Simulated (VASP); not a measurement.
**CuHgF: single point with LDA**

CuHgF:

```
CELL_PARAMETERS angstrom
3.80110 0.00000 0.00000
0.00000 3.80110 0.00000
0.00000 0.00000 6.30886
ATOMIC_POSITIONS crystal
Hg 0.00000 0.50000 0.20770
Hg 0.50000 0.00000 0.79230
F 0.00000 0.50000 0.65240
F 0.50000 0.00000 0.34760
Cu 0.00000 0.00000 0.00000
Cu 0.50000 0.50000 0.00000
```

- Program: VASP 6.6.1
- Task: single point
- Functional: LDA
- Potentials or basis: VASP PAW LDA potentials, release 64 (Hg, F, Cu)
- Cutoff: 600 eV
- k mesh: 5 × 5 × 3, shifted
- Occupations: fermi-dirac, width 0.1 eV
- Spin: no spin polarisation
- Dipole correction: no
- Further INCAR settings: ALGO = Normal; EDIFF = 1e-06; NBANDS = 39

```yaml
Pressure: 16.3 GPa
Largest_force: 6.493 eV/Å
Band_gap_on_the_k_mesh: 0.75 eV (least direct gap 0.89 eV)
```

Forces on the atoms (eV/Å):
```
Hg   0.000  0.000  6.493
Hg   0.000  0.000 -6.493
F    0.000  0.000 -0.074
F    0.000  0.000  0.074
Cu   0.000  0.000  0.000
Cu   0.000  0.000  0.000
```

Stress tensor (GPa, compression positive):
```
16.39  0.00  0.00
 0.00 16.39  0.00
 0.00  0.00 16.13
```

Levels at points of the mesh, in eV from the valence-band top:
| k point | band 27 | band 28 | band 29 | band 30 | band 31 | band 32 | band 33 | band 34 |
| --- | --- | --- | --- | --- | --- | --- | --- | --- |
| (0.50, 0.50, 0.50) | -1.50 | -1.50 | -0.54 | -0.54 | 1.43 | 1.43 | 4.10 | 4.10 |

Wall time 110 s on 1 thread of AMD EPYC 7R13 (shared host), peak memory 0.17 GiB.

Caveat: the cell stands under pressure; spin-orbit coupling is left out, which moves the levels of the heavy elements; a shifted mesh leaves out Γ, where band edges can lie; forces of over 1 eV/Å act on the atoms, so gaps and moduli don't describe the material at rest. A k mesh can miss the band edges.
